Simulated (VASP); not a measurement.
# GaSb (I-4m2) in VASP: a series of runs, part 2 of 3

VASP 6.6.1. The steps go on from the part before.

## Step 3: Single point, PBE (31.20 Å³/atom)

Contents of INCAR:

```
SYSTEM = GaSb
PREC = Accurate
ENCUT = 520
EDIFF = 1E-6
ISMEAR = 0
SIGMA = 0.15
LREAL = .FALSE.
LASPH = .TRUE.
NELM = 100
ALGO = Normal
ISIF = 2
LWAVE = .FALSE.
LCHARG = .FALSE.
GGA = PE
NBANDS = 16
```

Contents of KPOINTS:

```
Automatic mesh
0
G
  14 14 14
  0 0 0
```

Contents of POSCAR:

```
GaSb
1.0
    0.0000000000      3.0924021133      3.1762552520
    3.1762552520      0.0000000000      3.1762552520
    3.1762552520      3.0924021133      0.0000000000
Ga Sb
1 1
Direct
    0.0000000000      0.0000000000      0.0000000000
    0.7500000000      0.7500000000      0.7500000000
```

Potentials or basis: VASP PAW PBE potentials, release 64 (Ga_d, Sb).

The run is started by

```sh
cat potpaw_PBE.64/Ga_d/POTCAR potpaw_PBE.64/Sb/POTCAR > POTCAR
mpirun -np 1 vasp_std > vasp.out
```

OUTCAR:

```text
SYSTEM = GaSb
   PREC = Accurate
   ENCUT = 520
   EDIFF = 1E-6
   ISMEAR = 0
   LREAL = .FALSE.
   LASPH = .TRUE.
   NELM = 100
   ISIF = 2
   GGA = PE

 ion  position               nearest neighbor table
   1  0.000  0.000  0.000-   2 2.73   2 2.73   2 2.73   2 2.73
   2  0.750  0.750  0.750-   1 2.73   1 2.73   1 2.73   1 2.73

  LATTYP: Found a body centered tetragonal cell.
 ALAT       =     4.4919032549
 C/A-ratio  =     1.3768783243

  Lattice vectors:

 A1 = (   0.0000000000,  -3.0924021133,   3.1762552520)
 A2 = (   0.0000000000,  -3.0924021133,  -3.1762552520)
 A3 = (   3.1762552520,   3.0924021133,   0.0000000000)

Analysis of symmetry for initial positions (statically):
=====================================================================
 Subroutine PRICEL returns:
 Original cell was already a primitive cell.

 Routine SETGRP: Setting up the symmetry group for a
 body centered tetragonal supercell.

 Subroutine GETGRP returns: Found  8 space group operations
 (whereof  8 operations were pure point group operations)
 out of a pool of 16 trial point group operations.

The static configuration has the point symmetry D_2d.

Analysis of symmetry for dynamics (positions and initial velocities):
=====================================================================
 Subroutine PRICEL returns:
 Original cell was already a primitive cell.

 Routine SETGRP: Setting up the symmetry group for a
 body centered tetragonal supercell.

 Subroutine GETGRP returns: Found  8 space group operations
 (whereof  8 operations were pure point group operations)
 out of a pool of 16 trial point group operations.

The dynamic configuration has the point symmetry D_2d.

 Subroutine INISYM returns: Found  8 space group operations
 (whereof  8 operations are pure point group operations),
 and found     1 'primitive' translations

----------------------------------------------------------------------------------------

                                     Primitive cell

  volume of cell :      62.3960

  direct lattice vectors                    reciprocal lattice vectors
     0.000000000  3.092402113  3.176255252    -0.157418079  0.161686605  0.157418079
     3.176255252  0.000000000  3.176255252     0.157418079 -0.161686605  0.157418079
     3.176255252  3.092402113  0.000000000     0.157418079  0.161686605 -0.157418079

  length of vectors
     4.433006684  4.491903255  4.433006684     0.275142620  0.275142620  0.275142620

  position of ions in fractional coordinates (direct lattice)
     0.000000000  0.000000000  0.000000000
     0.750000000  0.750000000  0.750000000

  ion indices of the primitive-cell ions
   primitive index   ion index
                 1           1
                 2           2

----------------------------------------------------------------------------------------

 KPOINTS: Automatic mesh

Automatic generation of k-mesh.
 Grid dimensions read from file:
 generate k-points for:   14   14   14

 Generating k-lattice:

  Cartesian coordinates                     Fractional coordinates (reciprocal lattice)
    -0.011244148  0.011549043  0.011244148     0.071428571  0.000000000  0.000000000
     0.011244148 -0.011549043  0.011244148    -0.000000000  0.071428571 -0.000000000
     0.011244148  0.011549043 -0.011244148     0.000000000  0.000000000  0.071428571

  Length of vectors
     0.019653044  0.019653044  0.019653044

  Shift w.r.t. Gamma in fractional coordinates (k-lattice)
     0.000000000  0.000000000  0.000000000

 Subroutine IBZKPT returns following result:
 ===========================================

 Found    244 irreducible k-points:

 Following reciprocal coordinates:
            Coordinates               Weight
  0.000000  0.000000  0.000000      1.000000
  0.071429  0.000000 -0.000000      8.000000
  0.142857  0.000000  0.000000      8.000000
  0.214286  0.000000  0.000000      8.000000
  0.285714  0.000000 -0.000000      8.000000
  0.357143  0.000000  0.000000      8.000000
[... 16 lines left out ...]
  0.214286  0.142857 -0.000000     16.000000
  0.285714  0.142857 -0.000000     16.000000
 [... further k-points ...]
   k-points           NKPTS =    244   k-points in BZ     NKDIM =    244   number of bands    NBANDS=     16
   number of dos      NEDOS =    301   number of ions     NIONS =      2
   total plane-waves  NPLWV =  46656
   dimension x,y,z NGX =    36 NGY =   36 NGZ =   36
   dimension x,y,z NGXF=    72 NGYF=   72 NGZF=   72
   ions per type =               1   1
   NGX,Y,Z   is equivalent  to a cutoff of  13.50, 13.32, 13.50 a.u.
   NGXF,Y,Z  is equivalent  to a cutoff of  27.00, 26.65, 27.00 a.u.
 SYSTEM =  GaSb
   PREC   = accura    normal or accurate (medium, high low for compatibility)
   ISTART =      0    job   : 0-new  1-cont  2-samecut
   ICHARG =      2    charge: 1-file 2-atom 10-const
   ISPIN  =      1    spin polarized calculation?
   LNONCOLLINEAR =      F non collinear calculations
   LSORBIT =      F    spin-orbit coupling
   LASPH  =      T    aspherical Exc in radial PAW
   ENCUT  =  520.0 eV  38.22 Ry    6.18 a.u.   8.24  8.35  8.24*2*pi/ulx,y,z
   NELM   =    100;   NELMIN=  2; NELMDL= -5     # of ELM steps
   EDIFF  = 0.1E-05   stopping-criterion for ELM
   LREAL  =      F    real-space projection
   EDIFFG = 0.1E-04   stopping-criterion for IOM
   NSW    =      0    number of steps for IOM
   IBRION =     -1    ionic relax: 0-MD 1-quasi-New 2-CG
   NFREE  =      0    steps in history (QN), initial steepest desc. (CG)
   ISIF   =      2    stress and relaxation
   ISYM   =      2    0-nonsym 1-usesym 2-fastsym
   POTIM  = 0.5000    time-step for ionic-motion
   TEBEG  =    0.0;   TEEND  =   0.0 temperature during run
   PSTRESS=    0.0 pullay stress
   NELECT =      18.0000    total number of electrons
   NUPDOWN=      -1.0000    fix difference up-down
   EMIN   =  10.00;   EMAX   =-10.00  energy-range for DOS
   EFERMI =   0.00;   METHOD = LEGACY
   ISMEAR =     0;   SIGMA  =   0.15  broadening in eV -4-tet -1-fermi 0-gaus
   EFERMI_NEDOS =   21; number of points for ismear=-14 and -15
   IALGO  =     38    algorithm
   IMIX   =      4    mixing-type and parameters
     AMIX     =   0.40;   BMIX     =  1.00
     AMIX_MAG =   1.60;   BMIX_MAG =  1.00
  volume/ion in A,a.u.               =      31.20       210.53
  Fermi-wavevector in a.u.,A,eV,Ry     =   1.081716  2.044148 15.920318  1.170110
  Thomas-Fermi vector in A             =   2.217740
   LORBIT       =      0    0 simple, 1 ext, 2 COOP (PROOUT), +10 PAW based schemes
   GGA     = PE    functional components
   LHFCALC =     F    Hartree Fock is set to
   AEXX    =    0.0000 exact exchange contribution
   IVDW    =     0    specifies the selected vdW correction
   LEPSILON=     F    determine dielectric tensor
   LRPA    =     F    only Hartree local field effects (RPA)
 non-spin polarized calculation
 Gauss-broadening in eV      SIGMA  =   0.15
  energy-cutoff  :      520.00
  volume of cell :       62.40
 maximum number of plane-waves:      1703
 NGX is ok and might be reduce to    36
   NGX = 17   NGY = 17   NGZ = 17

 number of electron      18.0000004 magnetization

 Free energy of the ion-electron system (eV)
  ---------------------------------------------------
  ext. energy  EPLUGINS =         0.00000000
  ---------------------------------------------------
  free energy    TOTEN  =        -7.35834984 eV

  energy without entropy =       -7.35790770  energy(sigma->0) =       -7.35812877

 E-fermi :   4.1358     XC(G=0):  -8.7197

 val. band max:        4.1207579052   @ k =   0.0000   0.0000   0.0000
 cond. band min:       4.2589218888   @ k =   0.5000   0.0000  -0.0000
 fundamental gap:      0.1381639837
 Fermi energy:         4.1357652215

 k-point     1 :       0.0000    0.0000    0.0000
  band No.  band energies     occupation
      1     -10.8576      2.00000
      2     -10.8576      2.00000
      3     -10.8537      2.00000
      4     -10.8208      2.00000
      5     -10.8165      2.00000
      6      -6.8804      2.00000
[... 8 lines left out ...]
     15      12.2533      0.00000
     16      12.6440      0.00000
[... 419 lines left out ...]
 k-point    24 :       0.2857    0.1429   -0.0000
  band No.  band energies     occupation
      1     -10.8705      2.00000
      2     -10.8508      2.00000
      3     -10.8479      2.00000
      4     -10.8212      2.00000
      5     -10.8171      2.00000
      6      -6.2255      2.00000
[... 8 lines left out ...]
     15      12.1664      0.00000
     16      12.6947      0.00000

 [... further k-points ...]

------------------------ aborting loop because EDIFF is reached ----------------------------------------

  FORCE on cell =-STRESS in cart. coord.  units (eV):
  Direction    XX          YY          ZZ          XY          YZ          ZX
  --------------------------------------------------------------------------------------
  -------------------------------------------------------------------------------------
  Total       -0.7362705     -0.3346965     -0.7362705      0.0000000      0.0000000      0.0000000
  in kB      -18.9056340     -8.5941900    -18.9056340      0.0000000      0.0000000      0.0000000
  external PRESSURE =     -15.4684860 kB  Pullay stress =       0.0000000 kB

 VOLUME and BASIS-vectors are now :
 -----------------------------------------------------------------------------
  energy-cutoff  :      520.00
  volume of cell :       62.40
      direct lattice vectors                 reciprocal lattice vectors
     0.000000000  3.092402113  3.176255252    -0.157418079  0.161686605  0.157418079
     3.176255252  0.000000000  3.176255252     0.157418079 -0.161686605  0.157418079
     3.176255252  3.092402113  0.000000000     0.157418079  0.161686605 -0.157418079

 POSITION                                       TOTAL-FORCE (eV/Angst)
 -----------------------------------------------------------------------------------
      0.00000      0.00000      0.00000        -0.000000     -0.000000     -0.000000
      4.76438      4.63860      4.76438         0.000000      0.000000      0.000000
 -----------------------------------------------------------------------------------
    total drift:                               -0.000001     -0.000002     -0.000001

  FREE ENERGIE OF THE ION-ELECTRON SYSTEM (eV)
  ---------------------------------------------------
  free  energy   TOTEN  =        -7.3583498382 eV

  energy  without entropy=       -7.3579076958  energy(sigma->0) =       -7.35812877
```

Wall time 2.3 min (1 thread of AMD EPYC 9R45 (Zen 5), shared host); peak memory 0.37 GiB.

Results:

```
Free energy            : -7.3583 eV
Pressure               : -1.5 GPa
Band gap on the k mesh : 0.12 eV (least direct gap 0.14 eV)
```

Stress tensor (GPa, compression positive):
```
-1.89  0.00  0.00
 0.00 -0.86  0.00
 0.00  0.00 -1.89
```

Levels at points of the mesh, in eV from the valence-band top:
```csv
k point,band 6,band 7,band 8,band 9,band 10,band 11,band 12,band 13
"(0.00, 0.00, 0.00)",-10.88,-0.53,-0.01,-0.01,0.12,2.78,2.86,2.86
"(0.50, 0.00, 0.00)",-9.46,-5.94,-1.08,-0.90,0.26,3.71,3.84,6.54
"(0.50, 0.50, 0.00)",-8.78,-6.44,-2.21,-2.19,1.08,1.49,8.11,8.13
"(0.50, 0.00, 0.50)",-8.71,-6.33,-2.35,-2.35,0.89,1.34,8.18,8.18
```

Caveat: semilocal functionals underestimate gaps, and a narrow one can read as zero; spin-orbit coupling is left out, which moves the levels of the heavy elements. A k mesh can miss the band edges.

## Step 4: Single point, PBE (31.20 Å³/atom)

Contents of INCAR:

```
PREC = Accurate
ENCUT = 520
EDIFF = 1E-7
ISMEAR = 0
SIGMA = 0.15
LREAL = False
LASPH = True
NELM = 100
ALGO = Normal
ISIF = 2
LWAVE = False
LCHARG = True
GGA = PE
LELF = True
LVHAR = True
NBANDS = 16
```

Contents of KPOINTS:

```
regular mesh
0
Gamma
  14 14 14
```

Contents of POSCAR:

```
GaSb
1.0
    0.0000000000      3.2622440383      3.0924675687
    3.0924675687      0.0000000000      3.0924675687
    3.0924675687      3.2622440383      0.0000000000
Ga Sb
1 1
Direct
    0.0000000000      0.0000000000      0.0000000000
    0.7500000000      0.7500000000      0.7500000000
```

The run is started by

```sh
cat potpaw_PBE.64/Ga_d/POTCAR potpaw_PBE.64/Sb/POTCAR > POTCAR
mpirun -np 1 vasp_std > vasp.out
```

It took 2.7 min on 1 thread of AMD EPYC 9R45 (Zen 5), shared host; peak memory 0.37 GiB.

It converged, with:

| Quantity | Value |
| --- | --- |
| Free energy | -7.3462 eV |
| Pressure | -1.6 GPa |
| Band gap on the k mesh | zero (filled and empty bands touch) |

Stress tensor (GPa, compression positive):
```
-0.77  0.00  0.00
 0.00 -3.11  0.00
 0.00  0.00 -0.77
```

Levels at points of the mesh, in eV from the Fermi level:
```csv
k point,band 6,band 7,band 8,band 9,band 10,band 11,band 12,band 13
"(0.00, 0.00, 0.00)",-11.04,-0.70,-0.34,-0.03,-0.03,2.63,2.63,2.78
"(0.50, 0.00, 0.00)",-9.62,-6.09,-1.34,-0.96,0.08,3.53,3.74,6.40
"(0.50, 0.50, 0.00)",-8.86,-6.49,-2.52,-2.48,0.73,1.18,7.88,7.92
"(0.50, 0.00, 0.50)",-9.03,-6.70,-2.21,-2.21,1.11,1.48,7.95,7.95
```

Caveat: semilocal functionals underestimate gaps, and a narrow one can read as zero; spin-orbit coupling is left out, which moves the levels of the heavy elements.

(Part 2 of 3 ends here.)

The gap in the log of VASP goes by the Fermi energy; the results here count the filled bands.